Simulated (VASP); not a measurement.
Set up this calculation in VASP 6.6.1, as the native input.

- Task: relaxation of shape and atoms at fixed volume
- Functional: LDA
- Potentials or basis: VASP PAW LDA potentials, release 64 (Al)
- Cutoff: 600 eV
- k mesh: 18 × 18 × 10
- Occupations: fermi-dirac, width 0.15 eV
- Spin: no spin polarisation
- Dipole correction: no
- Further INCAR settings: ALGO = Normal; EDIFF = 1e-06; IBRION = 2; EDIFFG = -0.001; NSW = 80; ISIF = 4

The structure of Al lies in POSCAR:

```
Al
1.0
    2.8353159722      0.0000000000      0.0000000000
   -1.4176579861      2.4554556597      0.0000000000
    0.0000000000      0.0000000000      4.6752346038
Al
2
Direct
    0.6666666667      0.3333333333      0.7500000000
    0.3333333333      0.6666666667      0.2500000000
```

This isn't the form of Al at room conditions, which is fcc.

These files were run (other wordings do the same):

INCAR

```
SYSTEM = Al
PREC = Accurate
ENCUT = 600
EDIFF = 1E-6
ISMEAR = -1
SIGMA = 0.15
LREAL = .FALSE.
LASPH = .TRUE.
NELM = 60
ALGO = Normal
ISIF = 4
LWAVE = .FALSE.
LCHARG = .FALSE.
IBRION = 2
NSW = 80
EDIFFG = -0.001
```

KPOINTS

```
Automatic mesh
0
G
  18 18 10
  0 0 0
```

Potentials or basis: VASP PAW LDA potentials, release 64 (Al).

Launch:

```bash
$ cat potpaw_LDA.64/Al/POTCAR > POTCAR
$ mpirun -np 1 vasp_std > vasp.out
```

Results of the run:

```
Energy gained by relaxing : 0.0 meV/atom
Ionic steps               : 6
Pressure after relaxing   : -1.4 GPa
Band gap on the k mesh    : zero (bands 3 and 4 overlap by 7.30 eV)
```

Wall time 69 s on 1 thread of Intel Xeon 8259CL, with other jobs on the host, peak memory 0.17 GiB.
